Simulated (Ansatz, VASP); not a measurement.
**La2Hf2O: VASP beside Ansatz**

```xyz
5
Lattice="-2.4846 2.4846 4.6192 2.4846 -2.4846 4.6192 2.4846 2.4846 -4.6192" Properties=species:S:1:pos:R:3 pbc="T T T"
La    0.0000    2.4846    0.0000
La    2.4846    0.0000    0.0000
Hf    0.0000    2.4846    2.3096
Hf    2.4846    0.0000    2.3096
O     0.0000    0.0000    4.6192
```

Alike in both runs: task relaxation of cell and atoms; functional PBE; k mesh 6 × 6 × 6; occupations gaussian, width 0.1 eV; no spin polarisation.

|  | VASP | Ansatz |
| --- | --- | --- |
| version | VASP 6.6.1 | Ansatz 0.2.0 |
| potentials or method | VASP PAW PBE potentials, release 64 (La, Hf_pv, O), cutoff 600 eV | scalar-relativistic, plane waves, PAW |
| valence electrons in the cell | 48 | 80 |

|  | VASP | Ansatz | Ansatz less VASP |
| --- | --- | --- | --- |
| gap on the k mesh at the Fermi level, each at its own relaxed structure (eV) | none | none | - |
| relaxed volume (Å³/atom) | 27.60 | 28.19 | +0.584 |
| relaxed length of the cell vector where the two differ most in proportion (Å) | 7.242 | 7.353 | +0.1108 |

A gap of «none» marks a metal or a gap that the smearing closes. VASP's potentials hold 48 valence electrons a cell and Ansatz's 80, so a difference there can come from the potentials and not from the codes.

Spin-orbit coupling is off throughout. Noted on VASP's run: the volume moved by over 15 % at a fixed basis, so the end points are rough.
